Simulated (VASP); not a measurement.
Runs of VASP 6.6.1 on HgTe. The structure is cubic, space group F-43m (No. 216). Conventional cell: a = 6.578 Å, b = 6.578 Å, c = 6.578 Å, α = 90.00°, β = 90.00°, γ = 90.00°. Within 3.8 Å of Hg (site symmetry -43m) lie 4 Te at 2.85 Å. Te (site symmetry -43m) has 4 Hg at 2.85 Å within 3.8 Å. 

```csv
level,k mesh,grid for exact exchange (PRECFOCK),share of exact exchange,screening parameter,gap on the mesh (eV),pressure (GPa)
PBEsol+D4,4 × 4 × 4,-,-,-,none,-1.7
PBEsol,4 × 4 × 4,-,-,-,none,-0.7
PBE-based screened hybrid with 75 % exact exchange,4 × 4 × 4,Normal,0.75,0.5 1/Å,none,(a)
PBE-based screened hybrid with 40 % exact exchange,4 × 4 × 4,Normal,0.4,0.1 1/Å,0.74,-1.4
PBEsol,"4 × 4 × 4, shifted",-,-,-,0.72,(b)
```

Alike in all rows: task single point; potentials or basis VASP PAW PBE potentials, release 64 (Hg, Te); no spin polarisation; cell as given; cutoff (eV) 520; smearing fermi-dirac 0.02 eV.

Task: Fill in the values left out.

Result: (a) -1.0; (b) -1.1.

Caveats: some runs use coarse meshes; the PAW data sets were made with another functional, which shifts forces and pressure a little; spin-orbit coupling is left out, which moves the levels of the heavy elements; semilocal functionals underestimate gaps, and a narrow one can read as zero (at least some runs); a shifted mesh leaves out Γ, where band edges can lie (at least some runs).

A k mesh can miss the band edges, and the runs leave out spin-orbit coupling on Hg, Te.

A gap of «none» marks levels without a gap at the run's occupations.
